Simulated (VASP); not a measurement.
# Si2W (C2/m) in VASP: further runs, part 2 of 2

VASP 6.6.1. Earlier steps stand in the parts before.

### 4 Electric field gradients, PBE (equal xy, yz and zx shear strains of +1 %)

Input file INCAR:

```
PREC     = Accurate       # precision mode
ENCUT    = 520            # plane-wave cutoff, eV
EDIFF    = 1E-8           # SCF threshold, eV
ISMEAR   = -1             # smearing method
SIGMA    = 0.05           # smearing width, eV
LREAL    = False          # projectors in reciprocal space
LASPH    = True           # aspherical terms in the spheres
NELM     = 60             # most SCF steps
ALGO     = Normal         # electronic algorithm
ISIF     = 2              # what is computed and relaxed
LWAVE    = False          # write WAVECAR
LCHARG   = False          # write CHGCAR
GGA      = PE             # functional
LEFG     = True         
NBANDS   = 18             # bands
```

Input file KPOINTS:

```
Automatic mesh
0
Gamma
  11 11 14
```

Input file POSCAR:

```
Si2W
1.0
   -1.5782700000      1.6176700000      3.9400000000
    1.6176700000     -1.5782700000      3.9400000000
    1.5943300000      1.5943300000     -3.9239400000
Si W
2 1
Direct
    0.3330000000      0.3330000000      0.0000000000
    0.6670000000      0.6670000000      0.0000000000
    0.0000000000      0.0000000000      0.0000000000
```

Potentials or basis: VASP PAW PBE potentials, release 64 (Si, W_sv).

Started as:

```console
> cat potpaw_PBE.64/Si/POTCAR potpaw_PBE.64/W_sv/POTCAR > POTCAR
> mpirun -np 1 vasp_std > vasp.out
```

OUTCAR:

```text
PREC = Accurate
   ENCUT = 520
   EDIFF = 1E-8
   ISMEAR = -1
   LREAL = False
   LASPH = True
   NELM = 60
   ISIF = 2
   GGA = PE

 ion  position               nearest neighbor table
   1  0.333  0.333  0.000-   2 2.61   2 2.61   2 2.61   3 2.62   3 2.62   3 2.62   3 2.62   2 2.63
                             2 2.65   3 2.65
   2  0.667  0.667  0.000-   1 2.61   1 2.61   1 2.61   3 2.62   3 2.62   3 2.62   3 2.62   1 2.63
                             1 2.65   3 2.65
   3  0.000  0.000  0.000-   2 2.62   2 2.62   1 2.62   1 2.62   1 2.62   2 2.62   2 2.62   1 2.62
                             2 2.65   1 2.65

  Warning from LATTYP: Got some problem with cell dimensions!
  Tried to take original basis but could not verify dimensions!
  LATTYP: Found a base centered monoclinic cell.
 ALAT       =     4.5652792271
 B/A-ratio  =     0.9900252466
 C/A-ratio  =     0.9913091082
 COS(beta)  =    -0.4921022991

[... 711 lines left out ...]
     1.617670000 -1.578270000  3.940000000     0.310716601 -0.002180387  0.125360872
     1.594330000  1.594330000 -3.923940000     0.309798998  0.309798998 -0.003097990

 POSITION                                       TOTAL-FORCE (eV/Angst)
 -----------------------------------------------------------------------------------
      0.01312      0.01312      2.62404         0.009259      0.009259      0.211147
      0.02628      0.02628      5.25596        -0.009259     -0.009259     -0.211147
      0.00000      0.00000      0.00000         0.000000     -0.000000     -0.000000
 -----------------------------------------------------------------------------------
    total drift:                                0.000000      0.000000     -0.000000

  FREE ENERGIE OF THE ION-ELECTRON SYSTEM (eV)
  ---------------------------------------------------
  free  energy   TOTEN  =       -24.8021504614 eV

  energy  without entropy=      -24.8000835876  energy(sigma->0) =      -24.80111702

 Electric field gradients (V/A^2)
---------------------------------------------------------------------
 ion       V_xx      V_yy      V_zz      V_xy      V_xz      V_yz
---------------------------------------------------------------------
   1       4.539     4.539    -9.078     2.276     1.726     1.726
   2       4.539     4.539    -9.078     2.276     1.726     1.726
   3      62.537    62.537  -125.074    15.453    13.461    13.461
---------------------------------------------------------------------

 Electric field gradients after diagonalization (V/A^2)
 (convention: |V_zz| > |V_xx| > |V_yy|)
----------------------------------------------------------------------
 ion       V_xx      V_yy      V_zz     asymmetry (V_yy - V_xx)/ V_zz
----------------------------------------------------------------------
   1       7.181     2.264    -9.445       0.521
   2       7.181     2.264    -9.445       0.521
   3      79.759    47.084  -126.843       0.258
----------------------------------------------------------------------

           NMR quadrupolar parameters

 Cq : quadrupolar parameter    Cq=e*Q*V_zz/h
 eta: asymmetry parameters     (V_yy - V_xx)/ V_zz
 Q  : nuclear electric quadrupole moment in mb (millibarn)
----------------------------------------------------------------------
 ion       Cq(MHz)       eta       Q (mb)
----------------------------------------------------------------------
   1      -0.023       0.521       1.000
   2      -0.023       0.521       1.000
   3      -0.307       0.258       1.000
----------------------------------------------------------------------
```

stdout:

```text
POSCAR found type information on POSCAR SiW
 POSCAR found :  2 types and       3 ions
 scaLAPACK will be used
 LDA part: xc-table for (Slater+PW92), standard interpolation
 POSCAR, INCAR and KPOINTS ok, starting setup
 FFT: planning ... GRIDC
 FFT: planning ... GRID_SOFT
 FFT: planning ... GRID
 WAVECAR not read
 entering main loop
ion   1

ion   2

ion   3
```

It took 6.1 min on 1 thread of Intel Xeon Platinum 8488C (Sapphire Rapids), shared host; peak memory 0.46 GiB.

Results:

| Quantity | Value |
| --- | --- |
| Free energy | -24.8022 eV |
| Pressure | 1.8 GPa |
| Largest force | 0.212 eV/Å |
| Band gap on the k mesh | zero (band 11 reaches 12.60 eV, above the bottom of band 12 at 11.37 eV) |

Forces on the atoms (eV/Å):
```
Si   0.009  0.009  0.211
Si  -0.009 -0.009 -0.211
W    0.000  0.000  0.000
```

Stress tensor (GPa, compression positive):
```
 2.72 -1.97 -2.01
-1.97  2.72 -2.01
-2.01 -2.01  0.09
```

Levels at points of the mesh, in eV from the Fermi level:
```tsv
k point	band 7	band 8	band 9	band 10	band 11	band 12	band 13	band 14	band 15	band 16
(0.00, 0.00, 0.00)	-3.87	-3.31	-2.92	-2.79	0.65	2.63	2.84	3.17	3.20	4.51
(0.00, 0.00, 0.50)	-6.09	-5.48	-5.10	-3.29	-1.65	2.53	2.97	3.12	3.75	4.27
```

Electric field gradients, principal values (V/Å²):
| atom | least | middle | greatest (by size) |
| --- | --- | --- | --- |
| 1 Si | 2.264 | 7.181 | -9.445 |
| 2 Si | 2.264 | 7.181 | -9.445 |
| 3 W | 47.084 | 79.759 | -126.843 |

Caveat: the cell differs from its parent crystal (equal xy, yz and zx shear strains of +1 %); without QUAD_EFG the Cq values of the log hold for a quadrupole moment of 1 mb, not for the nuclei; spin-orbit coupling is left out, which moves the levels of the heavy elements.
